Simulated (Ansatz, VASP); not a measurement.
**CaSe in VASP and in Ansatz**

```xyz
2
Lattice="0.0000 3.0551 2.9383 3.0551 0.0000 2.9383 3.0551 3.0551 0.0000" Properties=species:S:1:pos:R:3 pbc="T T T"
Ca    0.0000    0.0000    0.0000
Se    3.0551    3.0551    2.9383
```

Change from the starting cell: epitaxial_xy strain +3.0%.

Alike in both runs: task single point; functional r2SCAN; k mesh 8 × 8 × 8; no spin polarisation.

|  | VASP | Ansatz |
| --- | --- | --- |
| version | VASP 6.6.1 | Ansatz 0.2.0 |
| potentials or method | VASP PAW PBE potentials, release 64 (Ca_sv, Se) | plane waves, PAW |
| plane-wave cutoff (eV) | 520 | 500 |
| occupations | gaussian, width 0.01 eV | fixed |
| valence electrons in the cell | 16 | 26 |

|  | VASP | Ansatz | Ansatz less VASP |
| --- | --- | --- | --- |
| gap on the k mesh at the Fermi level (eV) | 2.60 | 2.60 | +0.001 |
| pressure (GPa) | -1.9 | -2.1 | -0.21 |
| traceless stress, the component that is largest in VASP (GPa) | 2.17 | 2.11 | -0.063 |

VASP's potentials were made for PBE, not for r2SCAN. VASP's potentials hold 16 valence electrons a cell and Ansatz's 26, so a difference there can come from the potentials and not from the codes.
